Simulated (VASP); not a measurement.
Wanted: the native input for a VASP 6.6.1 run.

```yaml
Task: single point
Functional: PBEsol
Potentials_or_basis: VASP PAW PBE potentials, release 64 (Rb_sv)
Cutoff: 520 eV
k_mesh: 9 × 9 × 9
Occupations: fermi-dirac, width 0.1 eV
Spin: no spin polarisation
Dipole_correction: no
Further_INCAR_settings: ALGO = Normal; EDIFF = 1e-06; NBANDS = 10
```

The structure of Rb lies in POSCAR:

```
Rb
1.0
    0.0000000000      3.6097553231      3.6097553231
    3.6097553231      0.0000000000      3.6097553231
    3.6097553231      3.6097553231      0.0000000000
Rb
1
Direct
    0.0000000000      0.0000000000      0.0000000000
```

This cell differs from its parent crystal: volume scaled by 1.08.

One way to write it, as run:

INCAR

```
SYSTEM = Rb
  PREC = Accurate
  ENCUT = 520
  EDIFF = 1E-6
  ISMEAR = -1
  SIGMA = 0.1
  LREAL = .False.
  LASPH = .True.
  NELM = 60
  ALGO = Normal
  ISIF = 2
  LWAVE = .False.
  LCHARG = .False.
  GGA = PS
  NBANDS = 10
```

KPOINTS

```
Automatic mesh
0
Gamma
  9 9 9
  0 0 0
```

Potentials or basis: VASP PAW PBE potentials, release 64 (Rb_sv).

The run is started by

```bash
$ cat potpaw_PBE.64/Rb_sv/POTCAR > POTCAR
$ mpirun -np 1 vasp_std > vasp.out
```

Results of the run:

```json
{
 "Pressure": "-0.2 GPa"
}
```

Caveat: the PAW data sets were made with another functional, which shifts forces and pressure a little.

It used 23 s of CPU time on 1 thread of AMD EPYC 7R13 Processor (Zen 3) (shared host).
